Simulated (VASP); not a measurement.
A run of VASP 6.6.1 is set up as follows.

Contents of POSCAR:

```
SnSe
1.0
    0.0000000000      3.3908400000      3.3908400000
    3.3908400000      0.0000000000      3.3908400000
    3.3908400000      3.3908400000      0.0000000000
Sn Se
1 1
Direct
    0.0000000000      0.0000000000      0.0000000000
    0.7500000000      0.7500000000      0.7500000000
```

The input INCAR.step1:

```
SYSTEM = SnSe
  ALGO = Normal
  EDIFF = 1E-5
  ENCUT = 520
  GGA = PE
  ISIF = 2
  ISMEAR = -1
  LASPH = .TRUE.
  LREAL = .FALSE.
  LWAVE = .TRUE.
  NBANDS = 17
  NELM = 60
  PREC = Accurate
  SIGMA = 0.05
```

File INCAR.step2:

```
SYSTEM = SnSe
  AEXX = 0.35
  ALGO = Normal
  EDIFF = 1E-6
  ENCUT = 520
  ISIF = 2
  ISMEAR = -1
  ISTART = 1
  LASPH = .TRUE.
  LCHARG = .TRUE.
  LELF = .TRUE.
  LHFCALC = .TRUE.
  LMIXTAU = .TRUE.
  LREAL = .FALSE.
  LVHAR = .TRUE.
  LWAVE = .FALSE.
  METAGGA = R2SCAN
  NBANDS = 17
  NELM = 60
  PREC = Accurate
  PRECFOCK = Normal
  SIGMA = 0.05
```

The input KPOINTS:

```
k-points
0
G
  4 4 4
  0 0 0
```

Potentials or basis: VASP PAW PBE potentials, release 64 (Sn_d, Se).

The run is started by

```console
$ cat potpaw_PBE.64/Sn_d/POTCAR potpaw_PBE.64/Se/POTCAR > POTCAR
$ cp INCAR.step1 INCAR
$ mpirun -np 1 vasp_std > vasp.out
$ cp INCAR.step2 INCAR
$ mpirun -np 1 vasp_std > vasp.out
```

Task: Predict the pressure.

Result: -1.3 GPa.

Task: What does it give for the band gap on the k mesh?

Result: 1.48 eV (least direct gap 2.24 eV).

Caveat: the PAW data sets were made with another functional, which shifts forces and pressure a little; spin-orbit coupling is left out, which moves the levels of the heavy elements. A k mesh can miss the band edges.
